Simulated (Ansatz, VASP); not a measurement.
**Two plane-wave programs on BN**

Contents of INCAR:

```
ALGO = Normal
EDIFF = 1E-6
ENCUT = 520
GGA = PE
ISIF = 2
ISMEAR = 0
LASPH = T
LCHARG = F
LREAL = F
LWAVE = F
NBANDS = 16
NELM = 60
PREC = Accurate
SIGMA = 0.01
```

The input KPOINTS:

```
k-points
0
Gamma
  9 9 6
```

The input POSCAR:

```
BN
1.0
    2.6046054459      0.0000000000      0.0000000000
   -1.3023027230      2.2556544830      0.0000000000
    0.0000000000      0.0000000000      4.3073867522
B N
2 2
Direct
    0.6666666667      0.3333333333      0.0001896661
    0.3333333333      0.6666666667      0.5001896661
    0.6666666667      0.3333333333      0.3748103339
    0.3333333333      0.6666666667      0.8748103339
```

Input for Ansatz:

```yaml
crystal:
  lattice:
    - [2.6046054459, 0.0, 0.0]
    - [-1.302302723, 2.255654483, 0.0]
    - [0.0, 0.0, 4.3073867522]
  atoms:
    - { symbol: B, position: [0.6666666667, 0.3333333333, 0.0001896661] }
    - { symbol: B, position: [0.3333333333, 0.6666666667, 0.5001896661] }
    - { symbol: "N", position: [0.6666666667, 0.3333333333, 0.3748103339] }
    - { symbol: "N", position: [0.3333333333, 0.6666666667, 0.8748103339] }
kpoints:
  mp_grid: { grid: [9, 9, 6] }
hamiltonian:
  xc: pbe
scf:
  occupations: { method: fixed }
  n_extra_bands: 5
output:
  forces: true
  stress: true
  eigenvalues: true
```

Alike in both runs: task single point; functional PBE; k mesh 9 × 9 × 6; no spin polarisation.

|  | VASP | Ansatz |
| --- | --- | --- |
| version | VASP 6.6.1 | Ansatz 0.2.0 |
| potentials or method | VASP PAW PBE potentials, release 64 (B, N) | plane waves, PAW |
| plane-wave cutoff (eV) | 520 | 420 |
| occupations | gaussian, width 0.01 eV | fixed |
| valence electrons in the cell | 16 | 16 |

Ansatz gave:

- gap on the k mesh at the Fermi level (eV): 5.30
- pressure (GPa): -19.4
- traceless stress, the component that is largest in VASP (GPa): -0.15
- rms of the force components (eV/Å): 0.024

Problem. Estimate VASP's values.

Solution. gap on the k mesh at the Fermi level (eV): 5.29; pressure (GPa): -19.4; traceless stress, the component that is largest in VASP (GPa): -0.18; rms of the force components (eV/Å): 0.023.

Atom by atom the forces differ by 0.001 eV/Å (rms over components).
